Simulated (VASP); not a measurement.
A run of VASP 6.6.1 is set up as follows.

The input POSCAR:

```
SnO
1.0
    3.7925880617      0.0000000000      0.0000000000
    0.0000000000      3.7925880617      0.0000000000
    0.0000000000      0.0000000000      4.8535549724
Sn O
2 2
Direct
    0.0000000000      0.5000000000      0.2368671123
    0.5000000000      0.0000000000      0.7631328877
    0.5000000000      0.5000000000      0.0000000000
    0.0000000000      0.0000000000      0.0000000000
```

Contents of INCAR.step1:

```
PREC = Accurate ; ENCUT = 520
ISMEAR = -1 ; SIGMA = 0.02
LREAL = False ; LASPH = True
NELM = 60 ; NBANDS = 28
GGA = PE ; ALGO = Normal
EDIFF = 1E-4 ; LWAVE = True
LCHARG = False
```

File INCAR.step2:

```
PREC = Accurate ; ENCUT = 520
EDIFF = 1E-6 ; ISMEAR = -1
SIGMA = 0.02 ; LREAL = False
LASPH = True ; NELM = 60
ALGO = Normal ; ISIF = 2
LWAVE = False ; LCHARG = False
METAGGA = R2SCAN ; LMIXTAU = True
NBANDS = 28 ; ISTART = 1
```

KPOINTS

```
Automatic mesh
0
Gamma
  6 6 6
```

Potentials or basis: VASP PAW PBE potentials, release 64 (Sn_d, O).

Run with:

```sh
$ cat potpaw_PBE.64/Sn_d/POTCAR potpaw_PBE.64/O/POTCAR > POTCAR
$ cp INCAR.step1 INCAR
$ mpirun -np 1 vasp_std > vasp.out
$ cp INCAR.step2 INCAR
$ mpirun -np 1 vasp_std > vasp.out
```

Problem. Predict the band gap on the k mesh.

Solution. 0.16 eV, indirect (least direct gap 2.32 eV).

Problem. Estimate the largest force.

Solution. 0.131 eV/Å.

Problem. Predict the pressure.

Solution. 1.4 GPa.

Stress tensor (GPa, compression positive):
```
1.61 0.00 0.00
0.00 1.61 0.00
0.00 0.00 1.11
```

Caveat: the cell differs from its parent crystal (uniaxial z strain +2.0%); the PAW data sets were made with another functional, which shifts forces and pressure a little; spin-orbit coupling is left out, which moves the levels of the heavy elements. A k mesh can miss the band edges.
